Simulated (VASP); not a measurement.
A run of VASP 6.6.1:

The input INCAR:

```
SYSTEM = GePt
PREC = Accurate
ENCUT = 500
EDIFF = 1E-6
ISMEAR = 0
SIGMA = 0.2
LREAL = .False.
LASPH = .True.
NELM = 120
ALGO = Normal
ISIF = 2
LWAVE = .False.
LCHARG = .False.
GGA = PE
NBANDS = 19
GGA_COMPAT = .False.
```

The input KPOINTS:

```
regular mesh
0
Gamma
  6 6 6
  0 0 0
```

The input POSCAR:

```
GePt
1.0
    0.0000000000      2.6087168910      2.6087168910
    2.6087168910      0.0000000000      2.6087168910
    2.6087168910      2.6087168910      0.0000000000
Ge Pt
1 1
Direct
    0.5000000000      0.5000000000      0.5000000000
    0.0000000000      0.0000000000      0.0000000000
```

Potentials or basis: VASP PAW PBE potentials, release 64 (Ge_d, Pt).

The run is started by

```console
$ cat potpaw_PBE.64/Ge_d/POTCAR potpaw_PBE.64/Pt/POTCAR > POTCAR
$ mpirun -np 1 vasp_std > vasp.out
```

Hardware: 1 thread of Intel Xeon 6975P-C (shared host).

Question: Estimate the wall time of this run.

Answer: Wall time 13 s on 1 thread of Intel Xeon 6975P-C (shared host), peak memory 0.16 GiB. Counts: scf iterations 12, k points 16.
